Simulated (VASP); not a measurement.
Crystal: Mg9O8 (a cell with a defect).

```
CELL_PARAMETERS angstrom
0.00000 4.35200 4.35200
4.35200 0.00000 4.35200
4.35200 4.35200 0.00000
ATOMIC_POSITIONS crystal
Mg 0.98034 0.00706 0.00689
Mg 0.98101 0.03207 0.49389
Mg 0.98120 0.49392 0.03192
Mg 0.98155 0.49396 0.49381
Mg 0.48276 0.00491 0.00492
Mg 0.48240 0.00492 0.50869
Mg 0.48230 0.50885 0.00486
Mg 0.63414 0.45585 0.45563
Mg 0.21193 0.59665 0.59642
O 0.23634 0.25491 0.25486
O 0.20994 0.23922 0.77579
O 0.20969 0.77592 0.23913
O 0.20961 0.77626 0.77630
O 0.75842 0.24292 0.24268
O 0.75849 0.24294 0.75709
O 0.75846 0.75731 0.24270
O 0.77712 0.74125 0.74126
```

Base run:

| Quantity | Value |
| --- | --- |
| Program | VASP 6.6.1 |
| Functional | LDA |
| Potentials or basis | VASP PAW LDA potentials, release 64 (Mg, O) |
| Cutoff | 520 eV |
| k mesh | 3 × 3 × 3 |
| Occupations | fermi-dirac, width 0.02 eV |
| Spin | no spin polarisation |

Its results: band gap on the k mesh 0.40 eV; pressure 10.5 GPa; largest force 0.048 eV/Å.

Q: The run is repeated on the same cell with these changes: k mesh from 3 × 3 × 3 to 1 × 1 × 1; further incar settings from LREAL = Auto; ALGO = Normal; EDIFF = 1e-07; NBANDS = 47 to LREAL = Auto; ALGO = Normal; EDIFF = 1e-06; NBANDS = 47. What comes out?

A: Band gap on the k mesh 2.54 eV; pressure 14.9 GPa; largest force 1.044 eV/Å.

Caveats: some runs use coarse meshes.

A k mesh can miss the band edges.
